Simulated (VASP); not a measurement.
# Bi (I4/mmm) in VASP: further runs

Bi is run at these levels: PBE+D3(BJ); tasks: single point.

Program: VASP 6.6.1. These are calculated values, not measurements. Logs are shortened: lines on timing, memory, paths and dates and some standing lists are left out, and cuts for length are marked.

### Step 1. The cell of the first run

Symmetry: I4/mmm, No. 139, tetragonal system. The conventional cell has a = 3.669 Å, b = 3.669 Å, c = 4.591 Å, α = 90.00°, β = 90.00°, γ = 90.00°. Within 4.6 Å of Bi (site symmetry 4/mmm) lie 14 Bi at 3.46 to 4.59 Å.

### Step 2. Single point, PBE+D3(BJ) (volume 30.896 Å^3 an atom, c/a of the conventional cell 1.2513)

The input, INCAR:

```
SYSTEM = Bi
ALGO = Fast
EDIFF = 1E-6
ENCUT = 520
GGA = PE
ISIF = 2
ISMEAR = 0
IVDW = 12
LASPH = .TRUE.
LCHARG = .FALSE.
LREAL = .FALSE.
LWAVE = .FALSE.
NBANDS = 14
NELM = 100
PREC = Accurate
SIGMA = 0.15
```

The input, KPOINTS:

```
k-points
0
G
  18 18 18
  0 0 0
```

The input, POSCAR:

```
Bi
1.0
   -1.8343981632      1.8343981632      2.2953824216
    1.8343981632     -1.8343981632      2.2953824216
    1.8343981632      1.8343981632     -2.2953824216
Bi
1
Direct
    0.0000000000      0.0000000000      0.0000000000
```

Potentials or basis: VASP PAW PBE potentials, release 64 (Bi_d).

Launch:

```bash
$ cat potpaw_PBE.64/Bi_d/POTCAR > POTCAR
$ mpirun -np 1 vasp_std > vasp.out
```

OUTCAR:

```text
SYSTEM = Bi
   EDIFF = 1E-6
   ENCUT = 520
   GGA = PE
   ISIF = 2
   ISMEAR = 0
   IVDW = 12
   LASPH = .TRUE.
   LREAL = .FALSE.
   NELM = 100
   PREC = Accurate
 IVDW          = 12

 ion  position               nearest neighbor table
   1  0.000  0.000  0.000-

  LATTYP: Found a body centered tetragonal cell.
 ALAT       =     3.6687963264
 C/A-ratio  =     1.2513000000

  Lattice vectors:

 A1 = (  -1.8343981632,   1.8343981632,   2.2953824216)
 A2 = (   1.8343981632,  -1.8343981632,   2.2953824216)
 A3 = (   1.8343981632,   1.8343981632,  -2.2953824216)

Analysis of symmetry for initial positions (statically):
=====================================================================
 Subroutine PRICEL returns:
 Original cell was already a primitive cell.

 Routine SETGRP: Setting up the symmetry group for a
 body centered tetragonal supercell.

 Subroutine GETGRP returns: Found 16 space group operations
 (whereof 16 operations were pure point group operations)
 out of a pool of 16 trial point group operations.

The static configuration has the point symmetry D_4h.

Analysis of symmetry for dynamics (positions and initial velocities):
=====================================================================
 Subroutine PRICEL returns:
 Original cell was already a primitive cell.

 Routine SETGRP: Setting up the symmetry group for a
 body centered tetragonal supercell.

 Subroutine GETGRP returns: Found 16 space group operations
 (whereof 16 operations were pure point group operations)
 out of a pool of 16 trial point group operations.

The dynamic configuration has the point symmetry D_4h.

 Subroutine INISYM returns: Found 16 space group operations
 (whereof 16 operations are pure point group operations),
 and found     1 'primitive' translations

----------------------------------------------------------------------------------------

                                     Primitive cell

  volume of cell :      30.8960

  direct lattice vectors                    reciprocal lattice vectors
    -1.834398163  1.834398163  2.295382422     0.000000000  0.272568960  0.217828626
     1.834398163 -1.834398163  2.295382422     0.272568960  0.000000000  0.217828626
     1.834398163  1.834398163 -2.295382422     0.272568960  0.272568960  0.000000000

  length of vectors
     3.463930384  3.463930384  3.463930384     0.348917108  0.348917108  0.385470720

  position of ions in fractional coordinates (direct lattice)
     0.000000000  0.000000000  0.000000000

  ion indices of the primitive-cell ions
   primitive index   ion index
                 1           1

[... 86 lines left out ...]
   ISMEAR =     0;   SIGMA  =   0.15  broadening in eV -4-tet -1-fermi 0-gaus
   EFERMI_NEDOS =   21; number of points for ismear=-14 and -15
   IALGO  =     68    algorithm
   IMIX   =      4    mixing-type and parameters
     AMIX     =   0.40;   BMIX     =  1.00
     AMIX_MAG =   1.60;   BMIX_MAG =  1.00
  volume/ion in A,a.u.               =      30.90       208.50
  Fermi-wavevector in a.u.,A,eV,Ry     =   1.286682  2.431476 22.525127  1.655550
  Thomas-Fermi vector in A             =   2.418742
   LORBIT       =      0    0 simple, 1 ext, 2 COOP (PROOUT), +10 PAW based schemes
   GGA     = PE    functional components
   LHFCALC =     F    Hartree Fock is set to
   AEXX    =    0.0000 exact exchange contribution
   IVDW    =    12    specifies the selected vdW correction
   LEPSILON=     F    determine dielectric tensor
   LRPA    =     F    only Hartree local field effects (RPA)
 non-spin polarized calculation
 RMM-DIIS sequential band-by-band and
 Gauss-broadening in eV      SIGMA  =   0.15
  energy-cutoff  :      520.00
  volume of cell :       30.90
 maximum number of plane-waves:       853
 NGX is ok and might be reduce to    28
   NGX = 13   NGY = 13   NGZ = 13

 number of electron      15.0000006 magnetization

 Free energy of the ion-electron system (eV)
  ---------------------------------------------------
  ext. energy  EPLUGINS =         0.00000000
  ---------------------------------------------------
  free energy    TOTEN  =        -3.71698239 eV

  energy without entropy =       -3.70834075  energy(sigma->0) =       -3.71266157

 E-fermi :   8.0623     XC(G=0): -10.3283

 val. band max:        8.0564427790   @ k =   0.2778   0.1111   0.1111
 cond. band min:       8.0635149273   @ k =  -0.1667   0.1667   0.1667
 fundamental gap:      0.0070721483
 Fermi energy:         8.0623466626

 k-point     1 :       0.0000    0.0000    0.0000
  band No.  band energies     occupation
      1     -15.0326      2.00000
      2     -15.0326      2.00000
      3     -14.9801      2.00000
      4     -14.9661      2.00000
      5     -14.9063      2.00000
      6      -5.5655      2.00000
      7      12.9932      0.00000
      8      13.1526      0.00000
      9      13.1526      0.00000
     10      17.0552      0.00000
     11      17.3120      0.00000
     12      18.9203      0.00000
     13      18.9203      0.00000
     14      19.3824      0.00000
[... 377 lines left out ...]
      1     -15.0257      2.00000
      2     -15.0101      2.00000
      3     -14.9577      2.00000
      4     -14.9514      2.00000
      5     -14.9081      2.00000
      6      -4.8272      2.00000
      7       8.3833      0.00247
      8      11.9038      0.00000
      9      12.3385      0.00000
     10      16.1139      0.00000
     11      17.3792      0.00000
     12      18.8647      0.00000
     13      19.4676      0.00000
     14      20.6499      0.00000

 [... further k-points ...]

------------------------ aborting loop because EDIFF is reached ----------------------------------------

 Edisp (eV)   -0.51021

 E8    (eV) :    -0.2508

  FORCE on cell =-STRESS in cart. coord.  units (eV):
  Direction    XX          YY          ZZ          XY          YZ          ZX
  --------------------------------------------------------------------------------------
  -------------------------------------------------------------------------------------
  Total      -0.10668    -0.10668    -0.45461     0.00000    -0.00000     0.00000
  in kB      -5.53193    -5.53193   -23.57461     0.00000    -0.00000     0.00000
  external pressure =      -11.55 kB  Pullay stress =        0.00 kB

 VOLUME and BASIS-vectors are now :
 -----------------------------------------------------------------------------
  energy-cutoff  :      520.00
  volume of cell :       30.90
      direct lattice vectors                 reciprocal lattice vectors
    -1.834398163  1.834398163  2.295382422     0.000000000  0.272568960  0.217828626
     1.834398163 -1.834398163  2.295382422     0.272568960  0.000000000  0.217828626
     1.834398163  1.834398163 -2.295382422     0.272568960  0.272568960  0.000000000

 POSITION                                       TOTAL-FORCE (eV/Angst)
 -----------------------------------------------------------------------------------
      0.00000      0.00000      0.00000        -0.000000      0.000000      0.000000
 -----------------------------------------------------------------------------------
    total drift:                               -0.000000     -0.000000     -0.000000

  FREE ENERGIE OF THE ION-ELECTRON SYSTEM (eV)
  ---------------------------------------------------
  free  energy   TOTEN  =        -4.2271877233 eV

  energy  without entropy=       -4.2185460796  energy(sigma->0) =       -4.22286690
```

stdout:

```text
POSCAR found type information on POSCAR Bi
 POSCAR found :  1 types and       1 ions
 scaLAPACK will be used
 LDA part: xc-table for (Slater+PW92), standard interpolation
 POSCAR, INCAR and KPOINTS ok, starting setup
 FFT: planning ... GRIDC
 FFT: planning ... GRID_SOFT
 FFT: planning ... GRID
 WAVECAR not read
 entering main loop
WARNING in EDDRMM: call to ZHEGV failed, returncode =   6  3     13
WARNING in EDDRMM: call to ZHEGV failed, returncode =   8  4     13
WARNING in EDDRMM: call to ZHEGV failed, returncode =   6  3     12
WARNING in EDDRMM: call to ZHEGV failed, returncode =   6  3     12
WARNING in EDDRMM: call to ZHEGV failed, returncode =   8  4     13
WARNING in EDDRMM: call to ZHEGV failed, returncode =   8  4     14
WARNING in EDDRMM: call to ZHEGV failed, returncode =   6  3     14
```

It took 89 s on 1 thread of Intel Xeon 6975P-C (Granite Rapids), shared host; peak memory 0.31 GiB.

What came out:

| Quantity | Value |
| --- | --- |
| Free energy | -4.2272 eV |
| Pressure | -1.2 GPa |
| Dispersion energy per atom | -0.510 eV |

Stress tensor (GPa, compression positive):
```
-0.55  0.00  0.00
 0.00 -0.55  0.00
 0.00  0.00 -2.36
```

Caveat: spin-orbit coupling is left out, which moves the levels of the heavy elements; pairwise dispersion overbinds metals, which lowers pressure and volume.

### Step 3. Single point, PBE+D3(BJ) (volume 27.686 Å^3 an atom, c/a of the conventional cell 1.2513)

The input, INCAR:

```
ALGO = Fast
EDIFF = 1E-6
ENCUT = 520
GGA = PE
ISIF = 2
ISMEAR = 0
IVDW = 12
LASPH = T
LCHARG = F
LREAL = F
LWAVE = F
NBANDS = 14
NELM = 100
PREC = Accurate
SIGMA = 0.15
```

The input, KPOINTS:

```
k-points
0
Gamma
  18 18 18
```

The input, POSCAR:

```
Bi
1.0
   -1.7685320156      1.7685320156      2.2129641111
    1.7685320156     -1.7685320156      2.2129641111
    1.7685320156      1.7685320156     -2.2129641111
Bi
1
Direct
    0.0000000000      0.0000000000      0.0000000000
```

Potentials or basis: VASP PAW PBE potentials, release 64 (Bi_d).

Launch:

```bash
$ cat potpaw_PBE.64/Bi_d/POTCAR > POTCAR
$ mpirun -np 1 vasp_std > vasp.out
```

It took 2.1 min on 1 thread of Intel Xeon 6975P-C, shared host; peak memory 0.3 GiB.

It converged, with:

```yaml
Free_energy: -4.1818 eV
Pressure: 6.3 GPa
Dispersion_energy_per_atom: -0.570 eV
```

Stress tensor (GPa, compression positive):
```
6.93 0.00 0.00
0.00 6.93 0.00
0.00 0.00 4.95
```

Levels at points of the mesh, in eV from the Fermi level:
| k point | band 4 | band 5 | band 6 | band 7 | band 8 | band 9 | band 10 | band 11 |
| --- | --- | --- | --- | --- | --- | --- | --- | --- |
| (0.00, 0.00, 0.00) | -23.11 | -23.03 | -14.46 | 5.67 | 5.90 | 5.90 | 9.16 | 10.36 |
| (0.50, 0.00, 0.00) | -22.99 | -22.94 | -10.92 | -5.99 | 2.97 | 4.50 | 7.64 | 9.20 |
| (0.50, 0.50, 0.00) | -22.98 | -22.91 | -9.98 | -5.40 | 0.58 | 1.43 | 4.75 | 5.97 |
| (0.50, 0.50, 0.50) | -22.93 | -22.93 | -8.73 | -4.30 | -0.61 | -0.61 | 3.43 | 4.57 |

Caveat: spin-orbit coupling is left out, which moves the levels of the heavy elements; pairwise dispersion overbinds metals, which lowers pressure and volume.

### Step 4. Single point, PBE+D3(BJ) (volume 28.489 Å^3 an atom, c/a of the conventional cell 1.1612)

The input, INCAR:

```
SYSTEM = Bi
ALGO     = Fast           ! electronic algorithm
EDIFF    = 1E-6           ! SCF threshold, eV
ENCUT    = 520            ! plane-wave cutoff, eV
GGA      = PE             ! functional
ISIF     = 2              ! what is computed and relaxed
ISMEAR   = 0              ! smearing method
IVDW     = 12             ! dispersion correction
LASPH    = .True.         ! aspherical terms in the spheres
LCHARG   = .False.        ! write CHGCAR
LREAL    = .False.        ! projectors in reciprocal space
LWAVE    = .False.        ! write WAVECAR
NBANDS   = 14             ! bands
NELM     = 100            ! most SCF steps
PREC     = Accurate       ! precision mode
SIGMA    = 0.15           ! smearing width, eV
```

The input, KPOINTS:

```
k-points
0
Gamma
  18 18 18
  0 0 0
```

The input, POSCAR:

```
Bi
1.0
   -1.8305013868      1.8305013868      2.1255782104
    1.8305013868     -1.8305013868      2.1255782104
    1.8305013868      1.8305013868     -2.1255782104
Bi
1
Direct
    0.0000000000      0.0000000000      0.0000000000
```

Launch:

```bash
$ cat potpaw_PBE.64/Bi_d/POTCAR > POTCAR
$ mpirun -np 1 vasp_std > vasp.out
```

It took 2.5 min on 1 thread of Intel Xeon 6975P-C, shared host; peak memory 0.3 GiB.

The run converged. Its results:

```
Free energy                : -4.2282 eV
Pressure                   : 3.9 GPa
Dispersion energy per atom : -0.553 eV
```

Stress tensor (GPa, compression positive):
```
4.68 0.00 0.00
0.00 4.68 0.00
0.00 0.00 2.40
```

Levels at points of the mesh, in eV from the Fermi level:
| k point | band 4 | band 5 | band 6 | band 7 | band 8 | band 9 | band 10 | band 11 |
| --- | --- | --- | --- | --- | --- | --- | --- | --- |
| (0.00, 0.00, 0.00) | -23.03 | -22.97 | -14.20 | 5.49 | 5.78 | 5.78 | 9.49 | 10.11 |
| (0.50, 0.00, 0.00) | -22.96 | -22.89 | -10.79 | -5.74 | 2.43 | 4.33 | 7.05 | 8.67 |
| (0.50, 0.50, 0.00) | -22.95 | -22.86 | -10.17 | -5.36 | 0.86 | 2.14 | 5.15 | 6.44 |
| (0.50, 0.50, 0.50) | -22.89 | -22.89 | -8.40 | -3.54 | -1.09 | -1.09 | 3.23 | 4.17 |

Caveat: spin-orbit coupling is left out, which moves the levels of the heavy elements; pairwise dispersion overbinds metals, which lowers pressure and volume.

### Step 5. Summary

| cell | gap on the mesh (eV) | pressure (GPa) |
| --- | --- | --- |
| a = 3.464 Å, angles 116.0, 116.0, 97.0°, 1 atom | none | -1.2 |
| a = 3.340 Å, angles 116.0, 116.0, 97.0°, 1 atom | none | 6.3 |
| a = 3.350 Å, angles 113.7, 113.7, 101.2°, 1 atom | none | 3.9 |

Alike in all rows: task single point; level PBE+D3(BJ); potentials or basis VASP PAW PBE potentials, release 64 (Bi_d); no spin polarisation; k mesh 18 × 18 × 18; cutoff (eV) 520; smearing gaussian 0.15 eV.

Caveats: spin-orbit coupling is left out, which moves the levels of the heavy elements; pairwise dispersion overbinds metals, which lowers pressure and volume.

Total energies depend on the potentials used, so only differences within one code and one set of settings carry meaning.
